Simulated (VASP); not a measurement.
# Li2TiO2 (P4/mmm) in VASP: a series of runs

Li2TiO2 is run at these levels: PBE; tasks: single point, relaxation of cell and atoms.

Program: VASP 6.6.1. These are calculated values, not measurements. Logs are shortened: lines on timing, memory, paths and dates and some standing lists are left out, and cuts for length are marked.

### Step 1. The cell of the first run

The structure is tetragonal, space group P4/mmm (No. 123). Conventional cell: a = 3.076 Å, b = 3.076 Å, c = 5.858 Å, α = 90.00°, β = 90.00°, γ = 90.00°. Within 2.5 Å of Li (site symmetry 4mm) lie 1 Ti at 1.92 Å and 1 Li at 2.02 Å and 4 O at 2.40 Å. Within 2.5 Å of Ti (site symmetry 4/mmm) lie 2 Li at 1.92 Å and 4 O at 2.17 Å. Within 3.1 Å of O (site symmetry 4/mmm) lie 4 Ti at 2.17 Å and 8 Li at 2.90 Å and 6 O at 2.93 to 3.08 Å. Within 3.2 Å of O (site symmetry 4/mmm) lie 8 Li at 2.40 Å and 6 O at 2.93 to 3.08 Å.

The cell was built from a structure type or drawn by symmetry, and may not be a known phase.

### Step 2. Single point, PBE, collinear spin

INCAR reads:

```
SYSTEM = Li2TiO2
PREC = Accurate
ENCUT = 520
EDIFF = 1E-7
ISMEAR = 0
SIGMA = 0.1
LREAL = .False.
LASPH = .True.
NELM = 150
ALGO = Normal
ISIF = 2
LWAVE = .False.
LCHARG = .False.
ISPIN = 2
MAGMOM = 0 0 1 0 0
LORBIT = 11
LMAXMIX = 4
GGA = PE
NBANDS = 27
```

KPOINTS reads:

```
Automatic mesh
0
Gamma
  6 6 4
  0 0 0
```

POSCAR reads:

```
Li2TiO2
1.0
    3.0755728700      0.0000000000      0.0000000000
    0.0000000000      3.0755728700      0.0000000000
    0.0000000000      0.0000000000      5.8576186600
Li Ti O
2 1 2
Direct
    0.0000000000      0.0000000000      0.6725516700
    0.0000000000      0.0000000000      0.3274483300
    0.0000000000      0.0000000000      0.0000000000
    0.5000000000      0.5000000000      0.0000000000
    0.5000000000      0.5000000000      0.5000000000
```

Potentials or basis: VASP PAW PBE potentials, release 64 (Li_sv, Ti_sv, O).

Run with:

```sh
$ cat potpaw_PBE.64/Li_sv/POTCAR potpaw_PBE.64/Ti_sv/POTCAR potpaw_PBE.64/O/POTCAR > POTCAR
$ mpirun -np 1 vasp_std > vasp.out
```

OUTCAR:

```text
SYSTEM = Li2TiO2
   PREC = Accurate
   ENCUT = 520
   EDIFF = 1E-7
   ISMEAR = 0
   LREAL = .False.
   LASPH = .True.
   NELM = 150
   ISIF = 2
   ISPIN = 2
   LORBIT = 11
   GGA = PE

 ion  position               nearest neighbor table
   1  0.000  0.000  0.673-   3 1.92   2 2.02
   2  0.000  0.000  0.327-   3 1.92   1 2.02
   3  0.000  0.000  0.000-   1 1.92   2 1.92   4 2.17   4 2.17   4 2.17   4 2.17
   4  0.500  0.500  0.000-   3 2.17   3 2.17   3 2.17   3 2.17
   5  0.500  0.500  0.500-

  LATTYP: Found a simple tetragonal cell.
 ALAT       =     3.0755728700
 C/A-ratio  =     1.9045618191

  Lattice vectors:

 A1 = (   3.0755728700,   0.0000000000,   0.0000000000)
 A2 = (   0.0000000000,   3.0755728700,   0.0000000000)
 A3 = (   0.0000000000,   0.0000000000,   5.8576186600)

Analysis of symmetry for initial positions (statically):
=====================================================================
 Subroutine PRICEL returns:
 Original cell was already a primitive cell.

 Routine SETGRP: Setting up the symmetry group for a
 simple tetragonal supercell.

 Subroutine GETGRP returns: Found 16 space group operations
 (whereof 16 operations were pure point group operations)
 out of a pool of 16 trial point group operations.

The static configuration has the point symmetry D_4h.

Analysis of symmetry for dynamics (positions and initial velocities):
=====================================================================
 Subroutine PRICEL returns:
 Original cell was already a primitive cell.

 Routine SETGRP: Setting up the symmetry group for a
 simple tetragonal supercell.

 Subroutine GETGRP returns: Found 16 space group operations
 (whereof 16 operations were pure point group operations)
 out of a pool of 16 trial point group operations.

The dynamic configuration has the point symmetry D_4h.

Analysis of structural, dynamic, and magnetic symmetry:
=====================================================================
 Subroutine PRICEL returns:
 Original cell was already a primitive cell.

 Routine SETGRP: Setting up the symmetry group for a
 simple tetragonal supercell.

 Subroutine GETGRP returns: Found 16 space group operations
 (whereof 16 operations were pure point group operations)
 out of a pool of 16 trial point group operations.

The overall configuration has the point symmetry D_4h.

 Subroutine INISYM returns: Found 16 space group operations
 (whereof 16 operations are pure point group operations),
 and found     1 'primitive' translations

----------------------------------------------------------------------------------------

                                     Primitive cell

  volume of cell :      55.4081

  direct lattice vectors                    reciprocal lattice vectors
     3.075572870  0.000000000  0.000000000     0.325142678  0.000000000  0.000000000
     0.000000000  3.075572870  0.000000000     0.000000000  0.325142678  0.000000000
     0.000000000  0.000000000  5.857618660     0.000000000  0.000000000  0.170717839

  length of vectors
     3.075572870  3.075572870  5.857618660     0.325142678  0.325142678  0.170717839

  position of ions in fractional coordinates (direct lattice)
     0.000000000  0.000000000  0.672551670
     0.000000000  0.000000000  0.327448330
     0.000000000  0.000000000  0.000000000
     0.500000000  0.500000000  0.000000000
     0.500000000  0.500000000  0.500000000

  ion indices of the primitive-cell ions
   primitive index   ion index
                 1           1
                 2           2
                 3           3
                 4           4
                 5           5

----------------------------------------------------------------------------------------

 KPOINTS: Automatic mesh

Automatic generation of k-mesh.
 Grid dimensions read from file:
 generate k-points for:    6    6    4

 Generating k-lattice:

  Cartesian coordinates                     Fractional coordinates (reciprocal lattice)
     0.054190446  0.000000000  0.000000000     0.166666667  0.000000000  0.000000000
[... 45 lines left out ...]
 Gauss-broadening in eV      SIGMA  =   0.10
  energy-cutoff  :      520.00
  volume of cell :       55.41
 maximum number of plane-waves:      1512
 NGX is ok and might be reduce to    24
   NGX = 11   NGY = 11   NGZ = 21

 number of electron      30.0000018 magnetization       2.1037831

 Free energy of the ion-electron system (eV)
  ---------------------------------------------------
  ext. energy  EPLUGINS =         0.00000000
  ---------------------------------------------------
  free energy    TOTEN  =       -24.46775261 eV

  energy without entropy =      -24.45475045  energy(sigma->0) =      -24.46125153

 E-fermi :   4.3423     XC(G=0): -10.0694

 val. band max:        4.3334042300   @ k =   0.3333   0.0000   0.5000
 cond. band min:       4.3464525955   @ k =   0.3333   0.0000   0.2500
 fundamental gap:      0.0130483654
 Fermi energy:         4.3423005420

 spin component 1

 k-point     1 :       0.0000    0.0000    0.0000
  band No.  band energies     occupation
      1     -53.6478      1.00000
      2     -42.3657      1.00000
      3     -42.2713      1.00000
      4     -30.1647      1.00000
      5     -29.7799      1.00000
      6     -29.7799      1.00000
[... 19 lines left out ...]
     26      17.4762      0.00000
     27      17.4762      0.00000
[... 667 lines left out ...]
      5     -30.0562      1.00000
      6     -29.7471      1.00000
[... 19 lines left out ...]
     26      16.6237      0.00000
     27      16.6366      0.00000

 [... further k-points ...]

 spin component 2

 k-point     1 :       0.0000    0.0000    0.0000
  band No.  band energies     occupation
      1     -52.1934      1.00000
      2     -42.2519      1.00000
      3     -42.1498      1.00000
      4     -28.5482      1.00000
      5     -28.5482      1.00000
      6     -28.2554      1.00000
[... 19 lines left out ...]
     26      17.9331      0.00000
     27      17.9331      0.00000
[... 667 lines left out ...]
      5     -28.5119      1.00000
      6     -28.2320      1.00000
[... 19 lines left out ...]
     26      16.9796      0.00000
     27      17.5622      0.00000

 [... further k-points ...]
[... 5 lines left out ...]
  --------------------------------------------------------------------------------------
  -------------------------------------------------------------------------------------
  Total      -10.6254303    -10.6254303     18.8116556      0.0000000      0.0000000      0.0000000
  in kB     -307.2443958   -307.2443958    543.9568672      0.0000000      0.0000000      0.0000000
  external PRESSURE =     -23.5106415 kB  Pullay stress =       0.0000000 kB

 VOLUME and BASIS-vectors are now :
 -----------------------------------------------------------------------------
  energy-cutoff  :      520.00
  volume of cell :       55.41
      direct lattice vectors                 reciprocal lattice vectors
     3.075572870  0.000000000  0.000000000     0.325142678  0.000000000  0.000000000
     0.000000000  3.075572870  0.000000000     0.000000000  0.325142678  0.000000000
     0.000000000  0.000000000  5.857618660     0.000000000  0.000000000  0.170717839

 POSITION                                       TOTAL-FORCE (eV/Angst)
 -----------------------------------------------------------------------------------
      0.00000      0.00000      3.93955        -0.000000      0.000000     -4.616000
      0.00000      0.00000      1.91807         0.000000      0.000000      4.616000
      0.00000      0.00000      0.00000        -0.000000     -0.000000      0.000000
      1.53779      1.53779      0.00000        -0.000000     -0.000000      0.000000
      1.53779      1.53779      2.92881        -0.000000     -0.000000      0.000000
 -----------------------------------------------------------------------------------
    total drift:                                0.000000     -0.000000     -0.000000

  FREE ENERGIE OF THE ION-ELECTRON SYSTEM (eV)
  ---------------------------------------------------
  free  energy   TOTEN  =       -24.4677526134 eV

  energy  without entropy=      -24.4547504505  energy(sigma->0) =      -24.46125153

 total charge

# of ion       s       p       d       tot
------------------------------------------
    1        2.031   0.100   0.000   2.131
    2        2.031   0.100   0.000   2.131
    3        2.164   6.071   2.137  10.371
    4        1.559   3.399   0.000   4.958
    5        1.564   3.276   0.000   4.840
--------------------------------------------------
tot          9.350  12.946   2.137  24.432

 magnetization (x)

# of ion       s       p       d       tot
------------------------------------------
    1        0.017   0.052   0.000   0.070
    2        0.017   0.052   0.000   0.070
    3        0.061   0.009   1.495   1.565
    4       -0.002  -0.067   0.000  -0.069
    5        0.003   0.137   0.000   0.140
--------------------------------------------------
tot          0.096   0.184   1.495   1.775
```

Wall time 61 s (1 thread of Intel Xeon 6975P-C (Granite Rapids), shared host); peak memory 0.23 GiB.

Results:

```yaml
Free_energy: -24.4678 eV
Largest_force: 4.616 eV/Å
Net_moment: 2.10 μB per cell
Site_moments: Li +0.07; Ti +1.56; O -0.07, +0.14 μB
Valence_electrons_inside_the_program's_atomic_spheres: Li 2.13; Ti 10.37; O 4.96, 4.84
```

Forces on the atoms (eV/Å):
```
Li   0.000  0.000 -4.616
Li   0.000  0.000  4.616
Ti   0.000  0.000  0.000
O    0.000  0.000  0.000
O    0.000  0.000  0.000
```

Caveat: the cutoff is under 1.25 times the usual one of these potentials, so pressure, stress and relaxed cells hold a basis-set (Pulay) error; atoms lie so close that the PAW spheres overlap strongly, which falsifies energies and pressures; forces of over 1 eV/Å act on the atoms, so gaps and moduli don't describe the material at rest.

### Step 3. Single point, PBE, collinear spin

This run uses another cell than the first one, of 13.66 Å³/atom.

INCAR reads:

```
ALGO = Normal ; EDIFF = 1E-6
ENCUT = 520 ; GGA = PE
ISIF = 2 ; ISMEAR = 0
ISPIN = 2 ; LASPH = T
LCHARG = F ; LMAXMIX = 4
LORBIT = 11 ; LREAL = F
LWAVE = F ; MAGMOM = 0 0 1 0 0
NBANDS = 27 ; NELM = 150
PREC = Accurate ; SIGMA = 0.1
```

KPOINTS reads:

```
k-points
0
Gamma
  6 6 4
```

POSCAR reads:

```
Li2TiO2
1.0
    2.7822733030      0.0000000000      0.0000000000
    0.0000000000      2.7822733030      0.0000000000
    0.0000000000      0.0000000000      8.8245823593
Li Ti O
2 1 2
Direct
    0.0000000000      0.0000000000      0.6081829844
    0.0000000000      0.0000000000      0.3918170156
    0.0000000000      0.0000000000      0.0000000000
    0.5000000000      0.5000000000      0.0000000000
    0.5000000000      0.5000000000      0.5000000000
```

Potentials or basis: VASP PAW PBE potentials, release 64 (Li_sv, Ti_sv, O).

Run with:

```sh
$ cat potpaw_PBE.64/Li_sv/POTCAR potpaw_PBE.64/Ti_sv/POTCAR potpaw_PBE.64/O/POTCAR > POTCAR
$ mpirun -np 1 vasp_std > vasp.out
```

Wall time 89 s (1 thread of Intel Xeon 6975P-C (Granite Rapids), shared host); peak memory 0.27 GiB.

Results (log left out):

| Item | Value |
| --- | --- |
| Free energy | -29.2285 eV |
| Largest force | 0.004 eV/Å |
| Band gap on the k mesh | zero (filled and empty bands overlap) |
| Net moment | 0.00 μB per cell |
| Valence electrons inside the program's atomic spheres | Li 2.07; Ti 10.42; O 5.09, 4.91 |

Forces in eV/Å, atoms in the order of the input:
```
Li   0.000  0.000  0.004
Li   0.000  0.000 -0.004
Ti   0.000  0.000  0.000
O    0.000  0.000  0.000
O    0.000  0.000  0.000
```

Levels at points of the mesh, in eV from the Fermi level:
Spin up:
| k point | band 12 | band 13 | band 14 | band 15 | band 16 | band 17 | band 18 | band 19 |
| --- | --- | --- | --- | --- | --- | --- | --- | --- |
| (0.00, 0.00, 0.00) | -2.64 | -2.28 | -2.03 | -0.38 | -0.38 | 1.47 | 1.47 | 1.47 |
| (0.50, 0.00, 0.00) | -3.38 | -1.99 | 0.12 | 0.15 | 1.78 | 1.89 | 2.34 | 2.96 |
| (0.50, 0.50, 0.00) | -3.13 | -3.13 | -0.93 | -0.65 | -0.65 | 1.03 | 3.21 | 3.55 |
| (0.00, 0.00, 0.50) | -3.05 | -2.28 | -1.17 | -0.38 | -0.38 | 0.42 | 1.47 | 1.47 |
| (0.50, 0.00, 0.50) | -3.37 | -2.01 | 0.11 | 0.15 | 1.78 | 1.87 | 2.34 | 3.04 |
| (0.50, 0.50, 0.50) | -3.13 | -3.13 | -0.93 | -0.65 | -0.65 | 1.03 | 3.21 | 3.55 |
Spin down:
| k point | band 12 | band 13 | band 14 | band 15 | band 16 | band 17 | band 18 | band 19 |
| --- | --- | --- | --- | --- | --- | --- | --- | --- |
| (0.00, 0.00, 0.00) | -2.64 | -2.28 | -2.03 | -0.38 | -0.38 | 1.47 | 1.47 | 1.47 |
| (0.50, 0.00, 0.00) | -3.38 | -1.99 | 0.12 | 0.15 | 1.78 | 1.89 | 2.34 | 2.96 |
| (0.50, 0.50, 0.00) | -3.13 | -3.13 | -0.93 | -0.65 | -0.65 | 1.03 | 3.21 | 3.55 |
| (0.00, 0.00, 0.50) | -3.05 | -2.28 | -1.17 | -0.38 | -0.38 | 0.42 | 1.47 | 1.47 |
| (0.50, 0.00, 0.50) | -3.37 | -2.01 | 0.11 | 0.15 | 1.78 | 1.87 | 2.34 | 3.04 |
| (0.50, 0.50, 0.50) | -3.13 | -3.13 | -0.93 | -0.65 | -0.65 | 1.03 | 3.21 | 3.55 |

Caveat: the k points lie up to 0.38 Å⁻¹ apart, too coarse for converged energies and pressures of a metal; the cutoff is under 1.25 times the usual one of these potentials, so pressure, stress and relaxed cells hold a basis-set (Pulay) error.

### Step 4. Relaxation of cell and atoms, PBE, collinear spin

INCAR reads:

```
SYSTEM = Li2TiO2
ALGO = Normal
EDIFF = 1E-6
EDIFFG = -0.04
ENCUT = 600
GGA = PE
IBRION = 2
ISIF = 3
ISMEAR = 0
ISPIN = 2
LASPH = .TRUE.
LCHARG = .FALSE.
LMAXMIX = 4
LORBIT = 11
LREAL = .FALSE.
LWAVE = .FALSE.
MAGMOM = 0 0 1 0 0
NELM = 150
NSW = 90
PREC = Accurate
SIGMA = 0.1
```

KPOINTS reads:

```
k-points
0
G
  6 6 4
  0 0 0
```

POSCAR reads:

```
Li2TiO2
1.0
    3.0755728700      0.0000000000      0.0000000000
    0.0000000000      3.0755728700      0.0000000000
    0.0000000000      0.0000000000      5.8576186600
Li Ti O
2 1 2
Direct
    0.0000000000      0.0000000000      0.6725516700
    0.0000000000      0.0000000000      0.3274483300
    0.0000000000      0.0000000000      0.0000000000
    0.5000000000      0.5000000000      0.0000000000
    0.5000000000      0.5000000000      0.5000000000
```

Run with:

```sh
$ cat potpaw_PBE.64/Li_sv/POTCAR potpaw_PBE.64/Ti_sv/POTCAR potpaw_PBE.64/O/POTCAR > POTCAR
$ mpirun -np 1 vasp_std > vasp.out
```

Run time: 14 min. Hardware: 1 thread of Intel Xeon 6975P-C (Granite Rapids), shared host; peak memory 0.28 GiB.

It converged, with:

| Property | Result |
| --- | --- |
| Free energy | -28.9528 eV |
| Relaxed volume | 12.10 Å³/atom |
| Relaxed cell | a = 2.791 Å, b = 2.791 Å, c = 7.767 Å, α = 90.00°, β = 90.00°, γ = 90.00° |
| Space group after relaxing (to 0.1 Å) | P4/mmm (No. 123) |
| Energy gained by relaxing | 896.1 meV/atom |
| Ionic steps | 11 |
| Pressure after relaxing | -0.2 GPa |
| Largest force after relaxing | 0.028 eV/Å |
| Net moment | 0.68 μB per cell |
| Site moments | Li +0.00; Ti +0.48; O -0.01 μB |
| Valence electrons inside the program's atomic spheres | Li 2.08; Ti 10.43; O 5.11, 4.93 |

Forces in eV/Å, atoms in the order of the input:
```
Li   0.000  0.000  0.028
Li   0.000  0.000 -0.028
Ti   0.000  0.000  0.000
O    0.000  0.000  0.000
O    0.000  0.000  0.000
```

Stress tensor (GPa, compression positive):
```
-0.49  0.00  0.00
 0.00 -0.49  0.00
 0.00  0.00  0.46
```

Step by step:
```tsv
step	energy change (eV)	largest force (eV/Å)	pressure (GPa)	volume (Å³)
1	0.0000	4.6164	-2.51	55.41
2	-4.0662	0.7613	9.68	52.65
3	-4.1096	0.3745	14.76	51.98
4	-4.4353	0.1919	-1.15	59.63
5	-4.4353	0.1894	-1.12	59.62
6	-4.4742	0.1875	-0.47	60.27
7	-4.4766	0.1902	-0.32	60.45
8	-4.4767	0.1898	-0.32	60.47
9	-4.4800	0.0975	0.06	60.27
10	-4.4804	0.0315	0.52	60.13
11	-4.4806	0.0283	-0.18	60.49
```

Final structure:
```xyz
5
Lattice="2.7908 0.0000 0.0000 0.0000 2.7908 0.0000 0.0000 0.0000 7.7666" Properties=species:S:1:pos:R:3 pbc="T T T"
Li    0.0000    0.0000    4.8007
Li    0.0000    0.0000    2.9659
Ti    0.0000    0.0000    7.7666
O     1.3954    1.3954    7.7666
O     1.3954    1.3954    3.8833
```

Levels at points of the mesh, in eV from the Fermi level:
Spin up:
| k point | band 14 | band 15 | band 16 | band 17 | band 18 | band 19 |
| --- | --- | --- | --- | --- | --- | --- |
| (0.00, 0.00, 0.00) | -2.37 | -0.39 | -0.39 | 1.26 | 1.26 | 1.50 |
| (0.50, 0.00, 0.00) | -0.45 | 0.15 | 1.57 | 1.74 | 2.17 | 2.67 |
| (0.50, 0.50, 0.00) | -0.89 | -0.89 | -0.86 | 0.46 | 3.02 | 3.37 |
| (0.00, 0.00, 0.50) | -1.00 | -0.39 | -0.39 | 0.94 | 1.27 | 1.27 |
| (0.50, 0.00, 0.50) | -0.48 | 0.15 | 1.57 | 1.69 | 2.17 | 2.77 |
| (0.50, 0.50, 0.50) | -0.88 | -0.86 | -0.86 | 0.47 | 3.02 | 3.37 |
Spin down:
| k point | band 13 | band 14 | band 15 | band 16 | band 17 | band 18 |
| --- | --- | --- | --- | --- | --- | --- |
| (0.00, 0.00, 0.00) | -2.12 | -1.71 | -0.42 | -0.42 | 1.70 | 1.70 |
| (0.50, 0.00, 0.00) | -1.88 | 0.11 | 0.41 | 2.01 | 2.07 | 2.48 |
| (0.50, 0.50, 0.00) | -3.17 | -0.84 | -0.47 | -0.47 | 1.39 | 3.38 |
| (0.00, 0.00, 0.50) | -2.12 | -0.50 | -0.43 | -0.43 | 1.26 | 1.70 |
| (0.50, 0.00, 0.50) | -1.96 | 0.11 | 0.39 | 2.01 | 2.02 | 2.48 |
| (0.50, 0.50, 0.50) | -3.19 | -0.86 | -0.44 | -0.44 | 1.40 | 3.38 |

Caveat: the cutoff is under 1.25 times the usual one of these potentials, so pressure, stress and relaxed cells hold a basis-set (Pulay) error; a cell axis changed by over 15 % at a fixed basis, so the end point is rough.

### Step 5. The runs side by side

| task | cell | cutoff (eV) | gap on the mesh (eV) | moment (μB) | largest force (eV/Å) |
| --- | --- | --- | --- | --- | --- |
| single point | a = 3.076, b = 3.076, c = 5.858 Å, 5 atoms, atomic positions A | 520 | none | 2.10 | 4.62 |
| single point | a = 2.782, b = 2.782, c = 8.825 Å, 5 atoms, atomic positions B | 520 | none | 0.00 | - |
| relaxation of cell and atoms | relaxed from a = 3.076, b = 3.076, c = 5.858 Å, 5 atoms, atomic positions A | 600 | none | 0.68 | 0.03 |

Alike in all rows: level PBE; potentials or basis VASP PAW PBE potentials, release 64 (Li_sv, Ti_sv, O); spin collinear; k mesh 6 × 6 × 4; smearing gaussian 0.1 eV.

Caveats: some runs use coarse meshes; the cutoff is under 1.25 times the usual one of these potentials, so pressure, stress and relaxed cells hold a basis-set (Pulay) error; atoms lie so close that the PAW spheres overlap strongly, which falsifies energies and pressures (at least some runs); forces of over 1 eV/Å act on the atoms, so gaps and moduli don't describe the material at rest (at least some runs); a cell axis changed by over 15 % at a fixed basis, so the end point is rough (at least some runs).

Absolute energies hang on the potentials; compare differences alone.
